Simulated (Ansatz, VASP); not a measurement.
**Two plane-wave programs on InSb3**

The input INCAR:

```
SYSTEM = InSb3
PREC = Accurate
ENCUT = 520
EDIFF = 1E-6
ISMEAR = 0
SIGMA = 0.15
LREAL = .False.
LASPH = .True.
NELM = 100
ALGO = Normal
ISIF = 2
LWAVE = .False.
LCHARG = .True.
GGA = PS
LELF = .True.
LVHAR = .True.
NBANDS = 22
```

The input KPOINTS:

```
regular mesh
0
Gamma
  10 10 10
  0 0 0
```

File POSCAR:

```
InSb3
1.0
    4.6928728147      0.0000000000      0.0000000000
    0.0000000000      4.6928728147      0.0000000000
    0.0000000000      0.0000000000      4.4164626059
In Sb
1 3
Direct
    0.0000000000      0.0000000000      0.0000000000
    0.5000000000      0.0000000000      0.5000000000
    0.0000000000      0.5000000000      0.5000000000
    0.5000000000      0.5000000000      0.0000000000
```

Input for Ansatz:

```yaml
crystal:
  lattice:
    - [4.6928728147, 0.0, 0.0]
    - [0.0, 4.6928728147, 0.0]
    - [0.0, 0.0, 4.4164626059]
  atoms:
    - { symbol: In, position: [0.0, 0.0, 0.0] }
    - { symbol: Sb, position: [0.5, 0.0, 0.5] }
    - { symbol: Sb, position: [0.0, 0.5, 0.5] }
    - { symbol: Sb, position: [0.5, 0.5, 0.0] }
basis:
  ecutwfc: 420
kpoints:
  mp_grid: { grid: [10, 10, 10] }
hamiltonian:
  xc: pbesol
  pseudopotentials: { kind: paw, azcp: { folder: soft_1 } }
scf:
  occupations: { method: gaussian, width: 0.15 }
output:
  forces: true
  stress: true
  eigenvalues: true
```

Alike in both runs: task single point; functional PBEsol; k mesh 10 × 10 × 10; occupations gaussian, width 0.15 eV; no spin polarisation.

|  | VASP | Ansatz |
| --- | --- | --- |
| version | VASP 6.6.1 | Ansatz 0.2.0 |
| potentials or method | VASP PAW PBE potentials, release 64 (In_d, Sb), cutoff 520 eV | scalar-relativistic, plane waves, PAW |
| valence electrons in the cell | 28 | 58 |

|  | VASP | Ansatz | Ansatz less VASP |
| --- | --- | --- | --- |
| gap on the k mesh at the Fermi level (eV) | none | none | - |
| pressure (GPa) | 6.1 | 6.0 | -0.05 |
| traceless stress, the component that is largest in VASP (GPa) | -0.13 | -0.13 | 0.000 |

VASP's potentials were made for PBE, not for PBEsol, and Ansatz warns of the same on its side. A gap of «none» marks a metal or a gap that the smearing closes. The functional is the same, so the differences come from potentials, cutoffs and numerics. VASP's potentials hold 28 valence electrons a cell and Ansatz's 58, so a difference there can come from the potentials and not from the codes.

Spin-orbit coupling is off throughout.
